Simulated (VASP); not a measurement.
Set up this calculation in VASP 6.6.1, as the native input.

```yaml
Task: single point
Functional: PBEsol
Potentials_or_basis: VASP PAW PBE potentials, release 64 (Se, Ti_sv)
Cutoff: 520 eV
k_mesh: 10 × 10 × 4
Occupations: fermi-dirac, width 0.05 eV
Spin: no spin polarisation
Dipole_correction: no
Further_INCAR_settings: ALGO = Normal; EDIFF = 1e-06; NBANDS = 29
```

The structure of Ti3Se lies in POSCAR:

```
Ti3Se
1.0
    3.0001997849      0.0000000000      0.0000000000
   -1.5000998925      2.5982492302      0.0000000000
    0.0000000000      0.0000000000      7.6012066091
Se Ti
1 3
Direct
    0.0000000000      0.0000000000      0.0000000000
    0.6666666667      0.3333333333      0.5000000000
    0.3333333333      0.6666666667      0.7683107599
    0.3333333333      0.6666666667      0.2316892401
```

These files were run (other wordings do the same):

INCAR

```
SYSTEM = Ti3Se
PREC     = Accurate       ! precision mode
ENCUT    = 520            ! plane-wave cutoff, eV
EDIFF    = 1E-6           ! SCF threshold, eV
ISMEAR   = -1             ! smearing method
SIGMA    = 0.05           ! smearing width, eV
LREAL    = .FALSE.        ! projectors in reciprocal space
LASPH    = .TRUE.         ! aspherical terms in the spheres
NELM     = 100            ! most SCF steps
ALGO     = Normal         ! electronic algorithm
ISIF     = 2              ! what is computed and relaxed
LWAVE    = .FALSE.        ! write WAVECAR
LCHARG   = .FALSE.        ! write CHGCAR
GGA      = PS             ! functional
NBANDS   = 29             ! bands
```

KPOINTS

```
regular mesh
0
G
  10 10 4
  0 0 0
```

Potentials or basis: VASP PAW PBE potentials, release 64 (Se, Ti_sv).

Run with:

```bash
$ cat potpaw_PBE.64/Se/POTCAR potpaw_PBE.64/Ti_sv/POTCAR > POTCAR
$ mpirun -np 1 vasp_std > vasp.out
```

It gave:

```
Pressure               : 20.1 GPa
Largest force          : 0.050 eV/Å
Band gap on the k mesh : zero (band 21 reaches 10.30 eV, above the bottom of band 22 at 9.67 eV)
```

Caveat: the PAW data sets were made with another functional, which shifts forces and pressure a little.

Run time: 78 s on 1 thread of Intel(R) Xeon(R) 6975P-C (Granite Rapids), on a shared host, peak memory 0.2 GiB.
